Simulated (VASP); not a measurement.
Set up this calculation in VASP 6.6.1, as the native input.

| Property | Result |
| --- | --- |
| Task | single point |
| Functional | PBEsol |
| Potentials or basis | VASP PAW PBE potentials, release 64 (Mo_sv, H) |
| Cutoff | 520 eV |
| k mesh | 17 × 17 × 17 |
| Occupations | fermi-dirac, width 0.05 eV |
| Spin | no spin polarisation |
| Dipole correction | no |
| Further INCAR settings | ALGO = Normal; EDIFF = 1e-07; NBANDS = 15 |

The structure of MoH2 lies in POSCAR:

```
MoH2
1.0
    0.0000000000      2.1733366588      2.1733366588
    2.1733366588      0.0000000000      2.1733366588
    2.1733366588      2.1733366588      0.0000000000
Mo H
1 2
Direct
    0.0000000000      0.0000000000      0.0000000000
    0.2500000000      0.2500000000      0.2500000000
    0.7500000000      0.7500000000      0.7500000000
```

The input as run:

INCAR

```
SYSTEM = MoH2
PREC = Accurate
ENCUT = 520
EDIFF = 1E-7
ISMEAR = -1
SIGMA = 0.05
LREAL = .False.
LASPH = .True.
NELM = 100
ALGO = Normal
ISIF = 2
LWAVE = .False.
LCHARG = .False.
GGA = PS
NBANDS = 15
```

KPOINTS

```
Automatic mesh
0
Gamma
  17 17 17
  0 0 0
```

Potentials or basis: VASP PAW PBE potentials, release 64 (Mo_sv, H).

Run with:

```console
$ cat potpaw_PBE.64/Mo_sv/POTCAR potpaw_PBE.64/H/POTCAR > POTCAR
$ mpirun -np 1 vasp_std > vasp.out
```

Results of the run:

* Pressure: 3.7 GPa
* Band gap on the k mesh: zero (band 8 reaches 12.58 eV, above the bottom of band 9 at 9.66 eV)

Caveat: the PAW data sets were made with another functional, which shifts forces and pressure a little.

Wall time 24 s on 1 thread of Intel(R) Xeon(R) Platinum 8488C (Sapphire Rapids), on a shared host, peak memory 0.17 GiB.
